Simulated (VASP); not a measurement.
# LiSi16 (a cell with a defect) in VASP: single point with PBEsol

Aim: the single point of LiSi16 (a cell with a defect) with PBEsol.

Program: VASP 6.6.1. These are calculated values, not measurements. Logs are shortened: lines on timing, memory, paths and dates and some standing lists are left out, and cuts for length are marked.

### 1 The cell of the first run

The cell holds a defect, 17 atoms: a = 7.679 Å, b = 7.679 Å, c = 7.679 Å, α = 60.00°, β = 60.00°, γ = 60.00°.

### 2 Single point, PBEsol, collinear spin

INCAR

```
SYSTEM = LiSi16
PREC = Accurate ; ENCUT = 520
EDIFF = 1E-7 ; ISMEAR = -1
SIGMA = 0.05 ; LREAL = Auto
LASPH = .TRUE. ; NELM = 150
ALGO = Normal ; ISIF = 2
LWAVE = .FALSE. ; LCHARG = .TRUE.
ISPIN = 2 ; MAGMOM = 0 0 0 0 0 0 0 0 0 0 0 0 0 0 0 0 1
LORBIT = 11 ; GGA = PS
LELF = .TRUE. ; LVHAR = .TRUE.
NBANDS = 52
```

KPOINTS

```
regular mesh
0
G
  2 2 2
  0 0 0
```

POSCAR

```
LiSi16
1.0
    0.0000000000      5.4300000000      5.4300000000
    5.4300000000      0.0000000000      5.4300000000
    5.4300000000      5.4300000000      0.0000000000
Si Li
16 1
Direct
    0.0016036324     -0.0017140570      0.0015865291
    0.1237347696      0.1284749963      0.1237301676
    0.0014988763     -0.0019084395      0.4981192669
    0.1331142203      0.1221974530      0.6222567726
    0.0000085225      0.5000287618      0.0000099097
    0.1238857052      0.6238267838      0.1238811608
    0.0016542541      0.5014149256      0.4983617912
    0.1237597168      0.6237010461      0.6284570518
    0.4981252783     -0.0019049303      0.0014857028
    0.6222732450      0.1222092571      0.1330727698
    0.4996731151     -0.0008461721      0.4996354573
    0.6216155416      0.1215711509      0.6216125548
    0.4983680332      0.5014185698      0.0016407953
    0.6284557482      0.6237030909      0.1237571555
    0.4981704837      0.5013179276      0.4981679851
    0.6224252915      0.6325448590      0.6224206343
    0.7490924664      0.2480183769      0.7490119956
```

Potentials or basis: VASP PAW PBE potentials, release 64 (Si, Li_sv).

Command:

```sh
$ cat potpaw_PBE.64/Si/POTCAR potpaw_PBE.64/Li_sv/POTCAR > POTCAR
$ mpirun -np 1 vasp_std > vasp.out
```

OUTCAR:

```text
SYSTEM = LiSi16
   PREC = Accurate
   ENCUT = 520
   EDIFF = 1E-7
   ISMEAR = -1
   LREAL = Auto
   LASPH = .TRUE.
   NELM = 150
   ISIF = 2
   ISPIN = 2
   LORBIT = 11
   GGA = PS

 ion  position               nearest neighbor table
   1  0.002  0.998  0.002-   6 2.35   2 2.35   4 2.38  10 2.38  17 2.74
   2  0.124  0.128  0.124-   5 2.33   3 2.35   9 2.35   1 2.35
   3  0.001  0.998  0.498-   2 2.35   8 2.35   4 2.38  12 2.38  17 2.72
   4  0.133  0.122  0.622-  11 2.30   7 2.38   1 2.38   3 2.38  17 2.41
   5  0.000  0.500  0.000-   6 2.33  14 2.33   8 2.33   2 2.33
   6  0.124  0.624  0.124-   5 2.33   1 2.35   7 2.35  13 2.35
   7  0.002  0.501  0.498-   6 2.35   8 2.35   4 2.38  16 2.38  17 2.75
   8  0.124  0.624  0.628-   5 2.33   3 2.35  15 2.35   7 2.35
   9  0.498  0.998  0.001-   2 2.35  14 2.35  10 2.38  12 2.38  17 2.72
  10  0.622  0.122  0.133-  11 2.30  13 2.38   1 2.38   9 2.38  17 2.41
  11  0.500  0.999  0.500-  12 2.30   4 2.30  10 2.30  16 2.30
  12  0.622  0.122  0.622-  11 2.30  15 2.38   9 2.38   3 2.38  17 2.39
  13  0.498  0.501  0.002-   6 2.35  14 2.35  10 2.38  16 2.38  17 2.75
  14  0.628  0.624  0.124-   5 2.33   9 2.35  15 2.35  13 2.35
  15  0.498  0.501  0.498-  14 2.35   8 2.35  16 2.38  12 2.38  17 2.72
  16  0.622  0.633  0.622-  11 2.30  13 2.38   7 2.38  15 2.38  17 2.41
  17  0.749  0.248  0.749-  12 2.39   4 2.41  10 2.41  16 2.41   3 2.72   9 2.72  15 2.72   1 2.74
                             7 2.75  13 2.75

  LATTYP: Found a face centered cubic cell.
 ALAT       =    10.8600000000

  Lattice vectors:

 A1 = (   0.0000000000,   5.4300000000,   5.4300000000)
 A2 = (   5.4300000000,   0.0000000000,   5.4300000000)
 A3 = (   5.4300000000,   5.4300000000,   0.0000000000)

Analysis of symmetry for initial positions (statically):
=====================================================================
 Subroutine PRICEL returns:
 Original cell was already a primitive cell.

 Routine SETGRP: Setting up the symmetry group for a
 face centered cubic supercell.

 Subroutine GETGRP returns: Found  1 space group operations
 (whereof  1 operations were pure point group operations)
 out of a pool of 48 trial point group operations.

The static configuration has the point symmetry C_1 .

Analysis of symmetry for dynamics (positions and initial velocities):
=====================================================================
 Subroutine PRICEL returns:
 Original cell was already a primitive cell.

 Routine SETGRP: Setting up the symmetry group for a
 face centered cubic supercell.

 Subroutine GETGRP returns: Found  1 space group operations
 (whereof  1 operations were pure point group operations)
 out of a pool of 48 trial point group operations.

The dynamic configuration has the point symmetry C_1 .

Analysis of structural, dynamic, and magnetic symmetry:
=====================================================================
 Subroutine PRICEL returns:
 Original cell was already a primitive cell.

 Routine SETGRP: Setting up the symmetry group for a
 face centered cubic supercell.

 Subroutine GETGRP returns: Found  1 space group operations
 (whereof  1 operations were pure point group operations)
 out of a pool of 48 trial point group operations.

The overall configuration has the point symmetry C_1 .

 Subroutine INISYM returns: Found  1 space group operations
 (whereof  1 operations are pure point group operations),
 and found     1 'primitive' translations

----------------------------------------------------------------------------------------

                                     Primitive cell

  volume of cell :     320.2060

  direct lattice vectors                    reciprocal lattice vectors
     0.000000000  5.430000000  5.430000000    -0.092081031  0.092081031  0.092081031
     5.430000000  0.000000000  5.430000000     0.092081031 -0.092081031  0.092081031
     5.430000000  5.430000000  0.000000000     0.092081031  0.092081031 -0.092081031

  length of vectors
[... 78 lines left out ...]
   number of dos      NEDOS =    301   number of ions     NIONS =     17
   total plane-waves  NPLWV = 216000
   dimension x,y,z NGX =    60 NGY =   60 NGZ =   60
   dimension x,y,z NGXF=   120 NGYF=  120 NGZF=  120
   ions per type =              16   1
   NGX,Y,Z   is equivalent  to a cutoff of  12.99, 12.99, 12.99 a.u.
   NGXF,Y,Z  is equivalent  to a cutoff of  25.98, 25.98, 25.98 a.u.
 SYSTEM =  LiSi16
   PREC   = accura    normal or accurate (medium, high low for compatibility)
   ISTART =      0    job   : 0-new  1-cont  2-samecut
   ICHARG =      2    charge: 1-file 2-atom 10-const
   ISPIN  =      2    spin polarized calculation?
   LNONCOLLINEAR =      F non collinear calculations
   LSORBIT =      F    spin-orbit coupling
   LASPH  =      T    aspherical Exc in radial PAW
   ENCUT  =  520.0 eV  38.22 Ry    6.18 a.u.  14.28 14.28 14.28*2*pi/ulx,y,z
   NELM   =    150;   NELMIN=  2; NELMDL= -5     # of ELM steps
   EDIFF  = 0.1E-06   stopping-criterion for ELM
   LREAL  =      T    real-space projection
   EDIFFG = 0.1E-05   stopping-criterion for IOM
   NSW    =      0    number of steps for IOM
   IBRION =     -1    ionic relax: 0-MD 1-quasi-New 2-CG
   NFREE  =      0    steps in history (QN), initial steepest desc. (CG)
   ISIF   =      2    stress and relaxation
   ISYM   =      2    0-nonsym 1-usesym 2-fastsym
   POTIM  = 0.5000    time-step for ionic-motion
   TEBEG  =    0.0;   TEEND  =   0.0 temperature during run
   PSTRESS=    0.0 pullay stress
   NELECT =      67.0000    total number of electrons
   NUPDOWN=      -1.0000    fix difference up-down
   EMIN   =  10.00;   EMAX   =-10.00  energy-range for DOS
   EFERMI =   0.00;   METHOD = LEGACY
   ISMEAR =    -1;   SIGMA  =   0.05  broadening in eV -4-tet -1-fermi 0-gaus
   EFERMI_NEDOS =   21; number of points for ismear=-14 and -15
   IALGO  =     38    algorithm
   IMIX   =      4    mixing-type and parameters
     AMIX     =   0.40;   BMIX     =  1.00
     AMIX_MAG =   1.60;   BMIX_MAG =  1.00
  volume/ion in A,a.u.               =      18.84       127.11
  Fermi-wavevector in a.u.,A,eV,Ry     =   0.971904  1.836632 12.852022  0.944597
  Thomas-Fermi vector in A             =   2.102159
   LORBIT       =     11    0 simple, 1 ext, 2 COOP (PROOUT), +10 PAW based schemes
   GGA     = PS    functional components
   LHFCALC =     F    Hartree Fock is set to
   AEXX    =    0.0000 exact exchange contribution
   IVDW    =     0    specifies the selected vdW correction
   LEPSILON=     F    determine dielectric tensor
   LRPA    =     F    only Hartree local field effects (RPA)
 spin polarized calculation
  energy-cutoff  :      520.00
  volume of cell :      320.21
 maximum number of plane-waves:      8646
 NGX is ok and might be reduce to    60
   NGX = 29   NGY = 29   NGZ = 29

 number of electron      67.0000001 magnetization      -0.0001690

 number of electron      67.0000001 magnetization       0.0000113

 Free energy of the ion-electron system (eV)
  ---------------------------------------------------
  ext. energy  EPLUGINS =         0.00000000
  ---------------------------------------------------
  free energy    TOTEN  =       -92.28463817 eV

  energy without entropy =      -92.25237551  energy(sigma->0) =      -92.26850684

 E-fermi :   6.5387     XC(G=0):  -9.6637

 val. band max:        6.5018388545   @ k =   0.0000   0.0000   0.0000
 cond. band min:       6.7080322089   @ k =   0.0000   0.0000   0.0000
 fundamental gap:      0.2061933544
 Fermi energy:         6.5386503695

 spin component 1

 k-point     1 :       0.0000    0.0000    0.0000
  band No.  band energies     occupation
      1     -39.8425      1.00000
      2      -6.0460      1.00000
      3      -3.7997      1.00000
      4      -3.7012      1.00000
      5      -3.7003      1.00000
      6      -3.7002      1.00000
[... 373 lines left out ...]
     44      10.1213      0.00000
     45      10.2162      0.00000
 Fermi energy:         6.5386503695

 spin component 2

 k-point     1 :       0.0000    0.0000    0.0000
  band No.  band energies     occupation
      1     -39.8424      1.00000
      2      -6.0460      1.00000
      3      -3.7997      1.00000
      4      -3.7012      1.00000
      5      -3.7003      1.00000
      6      -3.7002      1.00000
[... 373 lines left out ...]
     44      10.1213      0.00000
     45      10.2162      0.00000
 [bands above 45 left out]

------------------------ aborting loop because EDIFF is reached ----------------------------------------

  FORCE on cell =-STRESS in cart. coord.  units (eV):
  Direction    XX          YY          ZZ          XY          YZ          ZX
  --------------------------------------------------------------------------------------
  -------------------------------------------------------------------------------------
  Total        3.7309752      3.7298318      3.7310398      0.0077230      0.0076666      0.0087776
  in kB       18.6682435     18.6625226     18.6685671      0.0386429      0.0383602      0.0439193
  external PRESSURE =      18.6664444 kB  Pullay stress =       0.0000000 kB

 VOLUME and BASIS-vectors are now :
 -----------------------------------------------------------------------------
  energy-cutoff  :      520.00
  volume of cell :      320.21
      direct lattice vectors                 reciprocal lattice vectors
     0.000000000  5.430000000  5.430000000    -0.092081031  0.092081031  0.092081031
     5.430000000  0.000000000  5.430000000     0.092081031 -0.092081031  0.092081031
     5.430000000  5.430000000  0.000000000     0.092081031  0.092081031 -0.092081031

 POSITION                                       TOTAL-FORCE (eV/Angst)
 -----------------------------------------------------------------------------------
      5.42931      0.01732      5.42940         0.000262     -0.006951      0.000272
      1.36947      1.34373      1.36950        -0.014808      0.013513     -0.014763
      8.12442      2.71293      5.42778         0.016158     -0.003650     -0.004069
      4.04239      4.10166      1.38634        -0.003803     -0.013873     -0.017594
      2.71521      0.00010      2.71520        -0.000828     -0.000503     -0.000802
      4.06005      1.34537      4.06008         0.011993      0.012918      0.012053
[... 9 lines left out ...]
      6.81446      6.75951      6.81449        -0.013309     -0.004251     -0.013017
      5.41387      8.13471      5.41431         0.031227      0.023358      0.030910
 -----------------------------------------------------------------------------------
    total drift:                                0.002486     -0.000836      0.002255

  FREE ENERGIE OF THE ION-ELECTRON SYSTEM (eV)
  ---------------------------------------------------
  free  energy   TOTEN  =       -92.2846381679 eV

  energy  without entropy=      -92.2523755057  energy(sigma->0) =      -92.26850684

 total charge

# of ion       s       p       d       tot
------------------------------------------
    1        0.739   0.945   0.000   1.684
    2        0.742   0.952   0.000   1.695
    3        0.739   0.944   0.000   1.684
    4        0.745   0.962   0.000   1.707
    5        0.736   0.967   0.000   1.702
    6        0.742   0.952   0.000   1.694
[... 9 lines left out ...]
   16        0.745   0.962   0.000   1.707
   17        2.028   0.100   0.000   2.128
--------------------------------------------------
tot         13.883  15.370   0.000  29.252

 magnetization (x)

# of ion       s       p       d       tot
------------------------------------------
    1       -0.000  -0.000   0.000  -0.000
    2        0.000   0.000   0.000   0.000
    3       -0.000  -0.000   0.000  -0.000
    4       -0.000  -0.000   0.000  -0.000
    5        0.000   0.000   0.000   0.000
    6        0.000   0.000   0.000   0.000
[... 9 lines left out ...]
   16       -0.000  -0.000   0.000  -0.000
   17       -0.000  -0.000   0.000  -0.000
--------------------------------------------------
tot         -0.000  -0.000   0.000  -0.000
```

It took 12 min on 1 thread of AMD EPYC 7R13 (Zen 3), shared host; peak memory 0.67 GiB.

Results:

| Item | Value |
| --- | --- |
| Free energy | -92.2846 eV |
| Largest force | 0.050 eV/Å |
| Net moment | 0.00 μB per cell |
| Valence electrons inside the program's atomic spheres | Si 1.68, 1.70, 1.71, 1.69 (each value once); Li 2.13 |

Forces on the atoms (eV/Å):
```
Si   0.000 -0.007  0.000
Si  -0.015  0.014 -0.015
Si   0.016 -0.004 -0.004
Si  -0.004 -0.014 -0.018
Si  -0.001 -0.001 -0.001
Si   0.012  0.013  0.012
Si   0.001  0.001 -0.005
Si  -0.015 -0.014  0.013
Si  -0.004 -0.004  0.016
Si  -0.017 -0.013 -0.004
Si  -0.002 -0.002 -0.002
Si   0.007  0.012  0.008
Si  -0.004  0.001  0.001
Si   0.013 -0.014 -0.015
Si  -0.004  0.014 -0.004
Si  -0.013 -0.004 -0.013
Li   0.031  0.023  0.031
```

Caveat: the k points lie up to 0.50 Å⁻¹ apart; the cutoff is under 1.25 times the usual one of these potentials, so pressure, stress and relaxed cells hold a basis-set (Pulay) error; the PAW data sets were made with another functional, which shifts forces and pressure a little.
